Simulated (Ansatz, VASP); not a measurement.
## BN: VASP beside Ansatz

```xyz
4
Lattice="2.5539 0.0000 0.0000 -1.2770 2.2118 0.0000 0.0000 0.0000 4.2269" Properties=species:S:1:pos:R:3 pbc="T T T"
B     1.2770    0.7373    4.2257
B     0.0000    1.4745    2.1123
N     1.0520    0.7373    2.6430
N     0.0000    1.4745    0.5295
```

Alike in both runs: task single point; functional r2SCAN; k mesh 12 × 12 × 6; occupations gaussian, width 0.05 eV; no spin polarisation.

|  | VASP | Ansatz |
| --- | --- | --- |
| version | VASP 6.6.1 | Ansatz 0.2.0 |
| potentials or method | VASP PAW PBE potentials, release 64 (B, N), cutoff 520 eV | scalar-relativistic, plane waves, PAW |
| valence electrons in the cell | 16 | 16 |

|  | VASP | Ansatz | Ansatz less VASP |
| --- | --- | --- | --- |
| gap on the k mesh at the Fermi level (eV) | 4.80 | 4.83 | +0.024 |
| least direct gap on the mesh (eV) | 7.76 | 7.75 | -0.006 |
| pressure (GPa) | 4.0 | 3.0 | -0.96 |
| traceless stress, the component that is largest in VASP (GPa) | -7.02 | -6.86 | +0.164 |
| rms of the force components (eV/Å) | 2.285 | 2.289 | +0.0034 |

VASP's potentials were made for PBE, not for r2SCAN. Atom by atom the forces differ by 0.007 eV/Å (rms over components).
